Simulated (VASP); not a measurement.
# CsSnI3 (Pm-3m) in VASP: further runs, part 2 of 2

VASP 6.6.1.

## Step 3: Single point, PBE (equal strain along all axes, cell held: -4.0 %)

INCAR

```
SYSTEM = CsSnI3
PREC = Accurate
ENCUT = 520
EDIFF = 1E-6
ISMEAR = 0
SIGMA = 0.02
LREAL = .False.
LASPH = .True.
NELM = 60
ALGO = Normal
ISIF = 2
LWAVE = .False.
LCHARG = .False.
GGA = PE
NBANDS = 30
```

KPOINTS

```
Automatic mesh
0
Gamma
  6 6 6
  0 0 0
```

POSCAR

```
CsSnI3
1.0
    6.0318433536      0.0000000000      0.0000000000
    0.0000000000      6.0318433536      0.0000000000
    0.0000000000      0.0000000000      6.0318433536
Cs Sn I
1 1 3
Direct
    0.0000000000      0.0000000000      0.0000000000
    0.5000000000      0.5000000000      0.5000000000
    0.0000000000      0.5000000000      0.5000000000
    0.5000000000      0.0000000000      0.5000000000
    0.5000000000      0.5000000000      0.0000000000
```

Potentials or basis: VASP PAW PBE potentials, release 64 (Cs_sv, Sn_d, I).

Run with:

```console
$ cat potpaw_PBE.64/Cs_sv/POTCAR potpaw_PBE.64/Sn_d/POTCAR potpaw_PBE.64/I/POTCAR > POTCAR
$ mpirun -np 1 vasp_std > vasp.out
```

OUTCAR:

```text
SYSTEM = CsSnI3
   PREC = Accurate
   ENCUT = 520
   EDIFF = 1E-6
   ISMEAR = 0
   LREAL = .False.
   LASPH = .True.
   NELM = 60
   ISIF = 2
   GGA = PE

 ion  position               nearest neighbor table
   1  0.000  0.000  0.000-
   2  0.500  0.500  0.500-   3 3.02   4 3.02   5 3.02   5 3.02   4 3.02   3 3.02
   3  0.000  0.500  0.500-   2 3.02   2 3.02
   4  0.500  0.000  0.500-   2 3.02   2 3.02
   5  0.500  0.500  0.000-   2 3.02   2 3.02

  LATTYP: Found a simple cubic cell.
 ALAT       =     6.0318433536

  Lattice vectors:

 A1 = (   6.0318433536,   0.0000000000,   0.0000000000)
 A2 = (   0.0000000000,   6.0318433536,   0.0000000000)
 A3 = (   0.0000000000,   0.0000000000,   6.0318433536)

Analysis of symmetry for initial positions (statically):
=====================================================================
 Subroutine PRICEL returns:
 Original cell was already a primitive cell.

 Routine SETGRP: Setting up the symmetry group for a
 simple cubic supercell.

 Subroutine GETGRP returns: Found 48 space group operations
 (whereof 48 operations were pure point group operations)
 out of a pool of 48 trial point group operations.

The static configuration has the point symmetry O_h .

Analysis of symmetry for dynamics (positions and initial velocities):
=====================================================================
 Subroutine PRICEL returns:
 Original cell was already a primitive cell.

 Routine SETGRP: Setting up the symmetry group for a
 simple cubic supercell.

 Subroutine GETGRP returns: Found 48 space group operations
 (whereof 48 operations were pure point group operations)
 out of a pool of 48 trial point group operations.

The dynamic configuration has the point symmetry O_h .

 Subroutine INISYM returns: Found 48 space group operations
 (whereof 48 operations are pure point group operations),
 and found     1 'primitive' translations

----------------------------------------------------------------------------------------

                                     Primitive cell

  volume of cell :     219.4574

  direct lattice vectors                    reciprocal lattice vectors
     6.031843354  0.000000000  0.000000000     0.165786799  0.000000000  0.000000000
     0.000000000  6.031843354  0.000000000     0.000000000  0.165786799  0.000000000
     0.000000000  0.000000000  6.031843354     0.000000000  0.000000000  0.165786799

  length of vectors
     6.031843354  6.031843354  6.031843354     0.165786799  0.165786799  0.165786799

  position of ions in fractional coordinates (direct lattice)
     0.000000000  0.000000000  0.000000000
     0.500000000  0.500000000  0.500000000
     0.000000000  0.500000000  0.500000000
     0.500000000  0.000000000  0.500000000
     0.500000000  0.500000000  0.000000000

  ion indices of the primitive-cell ions
   primitive index   ion index
                 1           1
                 2           2
                 3           3
                 4           4
                 5           5

----------------------------------------------------------------------------------------

 KPOINTS: Automatic mesh

Automatic generation of k-mesh.
 Grid dimensions read from file:
 generate k-points for:    6    6    6

 Generating k-lattice:

  Cartesian coordinates                     Fractional coordinates (reciprocal lattice)
     0.027631133  0.000000000  0.000000000     0.166666667  0.000000000  0.000000000
     0.000000000  0.027631133  0.000000000     0.000000000  0.166666667  0.000000000
     0.000000000  0.000000000  0.027631133     0.000000000  0.000000000  0.166666667

  Length of vectors
     0.027631133  0.027631133  0.027631133

  Shift w.r.t. Gamma in fractional coordinates (k-lattice)
     0.000000000  0.000000000  0.000000000

 Subroutine IBZKPT returns following result:
 ===========================================

 Found     20 irreducible k-points:

 Following reciprocal coordinates:
            Coordinates               Weight
  0.000000  0.000000  0.000000      1.000000
  0.166667  0.000000  0.000000      6.000000
  0.333333  0.000000  0.000000      6.000000
  0.500000  0.000000  0.000000      3.000000
  0.166667  0.166667  0.000000     12.000000
  0.333333  0.166667  0.000000     24.000000
[... 12 lines left out ...]
  0.500000  0.500000  0.333333      6.000000
  0.500000  0.500000  0.500000      1.000000
   k-points           NKPTS =     20   k-points in BZ     NKDIM =     20   number of bands    NBANDS=     30
   number of dos      NEDOS =    301   number of ions     NIONS =      5
   total plane-waves  NPLWV = 110592
   dimension x,y,z NGX =    48 NGY =   48 NGZ =   48
   dimension x,y,z NGXF=    96 NGYF=   96 NGZF=   96
   ions per type =               1   1   3
   NGX,Y,Z   is equivalent  to a cutoff of  13.23, 13.23, 13.23 a.u.
   NGXF,Y,Z  is equivalent  to a cutoff of  26.46, 26.46, 26.46 a.u.
 SYSTEM =  CsSnI3
   PREC   = accura    normal or accurate (medium, high low for compatibility)
   ISTART =      0    job   : 0-new  1-cont  2-samecut
   ICHARG =      2    charge: 1-file 2-atom 10-const
   ISPIN  =      1    spin polarized calculation?
   LNONCOLLINEAR =      F non collinear calculations
   LSORBIT =      F    spin-orbit coupling
   LASPH  =      T    aspherical Exc in radial PAW
   ENCUT  =  520.0 eV  38.22 Ry    6.18 a.u.  11.22 11.22 11.22*2*pi/ulx,y,z
   NELM   =     60;   NELMIN=  2; NELMDL= -5     # of ELM steps
   EDIFF  = 0.1E-05   stopping-criterion for ELM
   LREAL  =      F    real-space projection
[... 7 lines left out ...]
   TEBEG  =    0.0;   TEEND  =   0.0 temperature during run
   PSTRESS=    0.0 pullay stress
   NELECT =      44.0000    total number of electrons
   NUPDOWN=      -1.0000    fix difference up-down
   EMIN   =  10.00;   EMAX   =-10.00  energy-range for DOS
   EFERMI =   0.00;   METHOD = LEGACY
   ISMEAR =     0;   SIGMA  =   0.02  broadening in eV -4-tet -1-fermi 0-gaus
   EFERMI_NEDOS =   21; number of points for ismear=-14 and -15
   IALGO  =     38    algorithm
   IMIX   =      4    mixing-type and parameters
     AMIX     =   0.40;   BMIX     =  1.00
     AMIX_MAG =   1.60;   BMIX_MAG =  1.00
  volume/ion in A,a.u.               =      43.89       296.19
  Fermi-wavevector in a.u.,A,eV,Ry     =   0.958169  1.810678 12.491356  0.918089
  Thomas-Fermi vector in A             =   2.087253
   LORBIT       =      0    0 simple, 1 ext, 2 COOP (PROOUT), +10 PAW based schemes
   GGA     = PE    functional components
   LHFCALC =     F    Hartree Fock is set to
   AEXX    =    0.0000 exact exchange contribution
   IVDW    =     0    specifies the selected vdW correction
   LEPSILON=     F    determine dielectric tensor
   LRPA    =     F    only Hartree local field effects (RPA)
 non-spin polarized calculation
 Gauss-broadening in eV      SIGMA  =   0.02
  energy-cutoff  :      520.00
  volume of cell :      219.46
 maximum number of plane-waves:      5932
 NGX is ok and might be reduce to    48
   NGX = 23   NGY = 23   NGZ = 23

 number of electron      44.0000012 magnetization

 Free energy of the ion-electron system (eV)
  ---------------------------------------------------
  ext. energy  EPLUGINS =         0.00000000
  ---------------------------------------------------
  free energy    TOTEN  =       -13.82498709 eV

  energy without entropy =      -13.82484426  energy(sigma->0) =      -13.82491567

 E-fermi :   3.9517     XC(G=0):  -7.8811

 val. band max:        3.3471131208   @ k =   0.5000   0.5000   0.3333
 cond. band min:       3.9577859506   @ k =   0.5000   0.5000   0.5000
 fundamental gap:      0.6106728298
 Fermi energy:         3.9516945474

 k-point     1 :       0.0000    0.0000    0.0000
  band No.  band energies     occupation
      1     -18.7094      2.00000
      2     -18.4274      2.00000
      3     -18.4274      2.00000
      4     -18.3937      2.00000
      5     -18.3937      2.00000
      6     -18.3937      2.00000
[... 22 lines left out ...]
     29       8.8485      0.00000
     30       8.8485      0.00000
[... 596 lines left out ...]
  band No.  band energies     occupation
      1     -18.7075      2.00000
      2     -18.4235      2.00000
      3     -18.4235      2.00000
      4     -18.3943      2.00000
      5     -18.3943      2.00000
      6     -18.3943      2.00000
[... 22 lines left out ...]
     29       7.5187      0.00000
     30       8.7763      0.00000

------------------------ aborting loop because EDIFF is reached ----------------------------------------

  FORCE on cell =-STRESS in cart. coord.  units (eV):
  Direction    XX          YY          ZZ          XY          YZ          ZX
  --------------------------------------------------------------------------------------
  -------------------------------------------------------------------------------------
  Total        3.4387383      3.4387383      3.4387383      0.0000000      0.0000000     -0.0000000
  in kB       25.1049604     25.1049604     25.1049604      0.0000000      0.0000000     -0.0000000
  external PRESSURE =      25.1049604 kB  Pullay stress =       0.0000000 kB

 VOLUME and BASIS-vectors are now :
 -----------------------------------------------------------------------------
  energy-cutoff  :      520.00
  volume of cell :      219.46
      direct lattice vectors                 reciprocal lattice vectors
     6.031843354  0.000000000  0.000000000     0.165786799  0.000000000  0.000000000
     0.000000000  6.031843354  0.000000000     0.000000000  0.165786799  0.000000000
     0.000000000  0.000000000  6.031843354     0.000000000  0.000000000  0.165786799

 POSITION                                       TOTAL-FORCE (eV/Angst)
 -----------------------------------------------------------------------------------
      0.00000      0.00000      0.00000         0.000000      0.000000      0.000000
      3.01592      3.01592      3.01592         0.000000      0.000000      0.000000
      0.00000      3.01592      3.01592         0.000000      0.000000      0.000000
      3.01592      0.00000      3.01592         0.000000      0.000000      0.000000
      3.01592      3.01592      0.00000         0.000000      0.000000      0.000000
 -----------------------------------------------------------------------------------
    total drift:                                0.000000     -0.000000     -0.000000

  FREE ENERGIE OF THE ION-ELECTRON SYSTEM (eV)
  ---------------------------------------------------
  free  energy   TOTEN  =       -13.8249870908 eV

  energy  without entropy=      -13.8248442553  energy(sigma->0) =      -13.82491567
```

OSZICAR:

```text
N       E                     dE             d eps       ncg     rms          rms(c)
DAV:   1     0.351681214826E+03    0.35168E+03   -0.18324E+04  1200   0.136E+03
DAV:   2     0.296394640269E+02   -0.32204E+03   -0.30703E+03  1376   0.293E+02
DAV:   3    -0.121837015283E+02   -0.41823E+02   -0.41184E+02  1406   0.114E+02
DAV:   4    -0.139439387940E+02   -0.17602E+01   -0.17552E+01  1514   0.271E+01
DAV:   5    -0.140009822224E+02   -0.57043E-01   -0.57033E-01  1758   0.470E+00    0.519E+00
DAV:   6    -0.138330243042E+02    0.16796E+00   -0.28027E-01  1586   0.281E+00    0.342E+00
DAV:   7    -0.138241233486E+02    0.89010E-02   -0.25296E-01  1602   0.207E+00    0.878E-01
DAV:   8    -0.138244009053E+02   -0.27756E-03   -0.37510E-02  1408   0.124E+00    0.344E-01
DAV:   9    -0.138248171644E+02   -0.41626E-03   -0.22762E-03  1526   0.370E-01    0.756E-02
DAV:  10    -0.138249379391E+02   -0.12077E-03   -0.29789E-04  1538   0.977E-02    0.308E-02
DAV:  11    -0.138249933315E+02   -0.55392E-04   -0.22962E-04  1458   0.103E-01    0.419E-02
DAV:  12    -0.138249902859E+02    0.30456E-05   -0.17407E-05  1530   0.214E-02    0.309E-02
DAV:  13    -0.138249891420E+02    0.11439E-05   -0.10731E-06  1110   0.637E-03    0.220E-02
DAV:  14    -0.138249869252E+02    0.22168E-05   -0.81662E-06  1570   0.195E-02    0.539E-03
DAV:  15    -0.138249870908E+02   -0.16560E-06   -0.66399E-07   936   0.379E-03
   1 F= -.13824987E+02 E0= -.13824916E+02  d E =-.142835E-03
```

Run time: 58 s. Hardware: 1 thread of Intel Xeon 6975P-C (Granite Rapids), shared host; peak memory 0.39 GiB.

What came out:

- Free energy: -13.8250 eV
- Pressure: 2.5 GPa
- Band gap on the k mesh: zero (filled and empty bands touch)

Levels at points of the mesh, in eV from the Fermi level:
| k point | band 20 | band 21 | band 22 | band 23 | band 24 | band 25 |
| --- | --- | --- | --- | --- | --- | --- |
| (0.00, 0.00, 0.00) | -2.67 | -2.67 | -2.67 | 1.82 | 2.55 | 2.55 |
| (0.50, 0.00, 0.00) | -2.83 | -2.83 | -1.80 | 0.84 | 3.51 | 3.57 |
| (0.50, 0.50, 0.00) | -3.01 | -2.20 | -0.84 | 0.51 | 0.51 | 3.83 |
| (0.50, 0.50, 0.50) | -2.17 | -2.17 | 0.01 | 0.01 | 0.01 | 0.11 |

Caveat: the cell differs from its parent crystal (equal strain along all axes, cell held: -4.0 %); semilocal functionals underestimate gaps, and a narrow one can read as zero; spin-orbit coupling is left out, which moves the levels of the heavy elements.

## Step 4: Single point, PBE (equal strain along all axes, cell held: -2.0 %)

INCAR

```
SYSTEM = CsSnI3
ALGO = Normal
EDIFF = 1E-7
ENCUT = 520
GGA = PE
ISIF = 2
ISMEAR = 0
LASPH = .TRUE.
LCHARG = .FALSE.
LREAL = .FALSE.
LWAVE = .FALSE.
NBANDS = 30
NELM = 80
PREC = Accurate
SIGMA = 0.02
```

KPOINTS

```
k-points
0
G
  6 6 6
  0 0 0
```

Changes to POSCAR since step 3:

```diff
@@ -2,5 +2,5 @@
 1.0
-    6.0318433536      0.0000000000      0.0000000000
-    0.0000000000      6.0318433536      0.0000000000
-    0.0000000000      0.0000000000      6.0318433536
+    6.1575067568      0.0000000000      0.0000000000
+    0.0000000000      6.1575067568      0.0000000000
+    0.0000000000      0.0000000000      6.1575067568
 Cs Sn I
```

Run with:

```console
$ cat potpaw_PBE.64/Cs_sv/POTCAR potpaw_PBE.64/Sn_d/POTCAR potpaw_PBE.64/I/POTCAR > POTCAR
$ mpirun -np 1 vasp_std > vasp.out
```

Run time: 73 s. Hardware: 1 thread of Intel Xeon 6975P-C (Granite Rapids), shared host; peak memory 0.4 GiB.

The run converged. Its results:

```yaml
Free_energy: -13.9808 eV
Pressure: 1.1 GPa
Band_gap_on_the_k_mesh: 0.20 eV
```

Levels at points of the mesh, in eV from the valence-band top:
| k point | band 18 | band 19 | band 20 | band 21 | band 22 | band 23 | band 24 | band 25 | band 26 | band 27 |
| --- | --- | --- | --- | --- | --- | --- | --- | --- | --- | --- |
| (0.00, 0.00, 0.00) | -2.53 | -2.53 | -2.36 | -2.36 | -2.36 | 2.04 | 2.91 | 2.91 | 3.24 | 3.24 |
| (0.50, 0.00, 0.00) | -2.78 | -2.71 | -2.49 | -2.49 | -1.67 | 0.99 | 3.62 | 3.78 | 4.02 | 4.11 |
| (0.50, 0.50, 0.00) | -2.86 | -2.86 | -2.71 | -1.92 | -0.83 | 0.66 | 0.66 | 3.94 | 4.06 | 4.23 |
| (0.50, 0.50, 0.50) | -2.70 | -1.91 | -1.91 | -1.91 | 0.00 | 0.20 | 0.20 | 0.20 | 2.82 | 3.83 |

Caveat: the cell differs from its parent crystal (equal strain along all axes, cell held: -2.0 %); semilocal functionals underestimate gaps, and a narrow one can read as zero; spin-orbit coupling is left out, which moves the levels of the heavy elements. A k mesh can miss the band edges.

## Step 5: Single point, PBE (equal strain along all axes, cell held: +2.0 %)

INCAR

```
SYSTEM = CsSnI3
PREC     = Accurate       ! precision mode
ENCUT    = 520            ! plane-wave cutoff, eV
EDIFF    = 1E-7           ! SCF threshold, eV
ISMEAR   = 0              ! smearing method
SIGMA    = 0.02           ! smearing width, eV
LREAL    = .FALSE.        ! projectors in reciprocal space
LASPH    = .TRUE.         ! aspherical terms in the spheres
NELM     = 80             ! most SCF steps
ALGO     = Normal         ! electronic algorithm
ISIF     = 2              ! what is computed and relaxed
LWAVE    = .FALSE.        ! write WAVECAR
LCHARG   = .FALSE.        ! write CHGCAR
GGA      = PE             ! functional
NBANDS   = 30             ! bands
```

KPOINTS

```
regular mesh
0
G
  6 6 6
  0 0 0
```

Changes to POSCAR since step 4:

```diff
@@ -2,5 +2,5 @@
 1.0
-    6.1575067568      0.0000000000      0.0000000000
-    0.0000000000      6.1575067568      0.0000000000
-    0.0000000000      0.0000000000      6.1575067568
+    6.4088335632      0.0000000000      0.0000000000
+    0.0000000000      6.4088335632      0.0000000000
+    0.0000000000      0.0000000000      6.4088335632
 Cs Sn I
```

Run with:

```console
$ cat potpaw_PBE.64/Cs_sv/POTCAR potpaw_PBE.64/Sn_d/POTCAR potpaw_PBE.64/I/POTCAR > POTCAR
$ mpirun -np 1 vasp_std > vasp.out
```

Run time: 64 s. Hardware: 1 thread of Intel Xeon 6975P-C (Granite Rapids), shared host; peak memory 0.42 GiB.

It converged, with:

- Free energy: -13.9922 eV
- Pressure: -0.8 GPa
- Band gap on the k mesh: 0.70 eV

Levels at points of the mesh, in eV from the valence-band top:
| k point | band 18 | band 19 | band 20 | band 21 | band 22 | band 23 | band 24 | band 25 | band 26 | band 27 |
| --- | --- | --- | --- | --- | --- | --- | --- | --- | --- | --- |
| (0.00, 0.00, 0.00) | -1.75 | -1.75 | -1.63 | -1.63 | -1.63 | 2.60 | 3.70 | 3.70 | 4.05 | 4.05 |
| (0.50, 0.00, 0.00) | -1.95 | -1.87 | -1.72 | -1.72 | -1.26 | 1.39 | 3.99 | 4.26 | 4.26 | 4.31 |
| (0.50, 0.50, 0.00) | -2.00 | -2.00 | -1.99 | -1.26 | -0.62 | 1.09 | 1.09 | 3.99 | 4.55 | 4.74 |
| (0.50, 0.50, 0.50) | -1.98 | -1.25 | -1.25 | -1.25 | 0.00 | 0.70 | 0.70 | 0.70 | 3.48 | 4.46 |

Caveat: the cell differs from its parent crystal (equal strain along all axes, cell held: +2.0 %); semilocal functionals underestimate gaps, and a narrow one can read as zero; spin-orbit coupling is left out, which moves the levels of the heavy elements. A k mesh can miss the band edges.

## Step 6: Single point, PBE

This run uses another cell than the first one, of 52.65 Å³/atom.

INCAR

```
PREC = Accurate
ENCUT = 520
EDIFF = 1E-7
ISMEAR = 0
SIGMA = 0.02
LREAL = F
LASPH = T
NELM = 60
ALGO = Normal
ISIF = 2
LWAVE = F
LCHARG = F
GGA = PE
NBANDS = 30
```

KPOINTS

```
regular mesh
0
Gamma
  6 6 6
```

POSCAR is that of step 5.

Potentials or basis: VASP PAW PBE potentials, release 64 (Cs_sv, Sn_d, I).

Run with:

```console
$ cat potpaw_PBE.64/Cs_sv/POTCAR potpaw_PBE.64/Sn_d/POTCAR potpaw_PBE.64/I/POTCAR > POTCAR
$ mpirun -np 1 vasp_std > vasp.out
```

It took 66 s on 1 thread of Intel Xeon 6975P-C (Granite Rapids), shared host; peak memory 0.41 GiB.

Results (log left out):

- Free energy: -13.9922 eV
- Pressure: -0.8 GPa
- Band gap on the k mesh: 0.70 eV

Levels at points of the mesh, in eV from the valence-band top:
| k point | band 18 | band 19 | band 20 | band 21 | band 22 | band 23 | band 24 | band 25 | band 26 | band 27 |
| --- | --- | --- | --- | --- | --- | --- | --- | --- | --- | --- |
| (0.00, 0.00, 0.00) | -1.75 | -1.75 | -1.63 | -1.63 | -1.63 | 2.60 | 3.70 | 3.70 | 4.05 | 4.05 |
| (0.50, 0.00, 0.00) | -1.95 | -1.87 | -1.72 | -1.72 | -1.26 | 1.39 | 3.99 | 4.26 | 4.26 | 4.31 |
| (0.50, 0.50, 0.00) | -2.00 | -2.00 | -1.99 | -1.26 | -0.62 | 1.09 | 1.09 | 3.99 | 4.55 | 4.74 |
| (0.50, 0.50, 0.50) | -1.98 | -1.25 | -1.25 | -1.25 | 0.00 | 0.70 | 0.70 | 0.70 | 3.48 | 4.46 |

Caveat: semilocal functionals underestimate gaps, and a narrow one can read as zero; spin-orbit coupling is left out, which moves the levels of the heavy elements.

## Step 7: Summary

```csv
cell,gap on the mesh (eV),pressure (GPa)
"a = 5.906 Å, 5 atoms",none,4.4
"a = 6.032 Å, 5 atoms",none,2.5
"a = 6.158 Å, 5 atoms",0.20,1.1
"a = 6.409 Å, 5 atoms",0.70,-0.8
```

Alike in all rows: task single point; level PBE; potentials or basis VASP PAW PBE potentials, release 64 (Cs_sv, Sn_d, I); no spin polarisation; k mesh 6 × 6 × 6; cutoff (eV) 520; smearing gaussian 0.02 eV.

Caveats: semilocal functionals underestimate gaps, and a narrow one can read as zero; spin-orbit coupling is left out, which moves the levels of the heavy elements; the cell stands under pressure (at least some runs).

Absolute energies hang on the potentials; compare differences alone.

The gap in the log of VASP goes by the Fermi energy; the results here count the filled bands.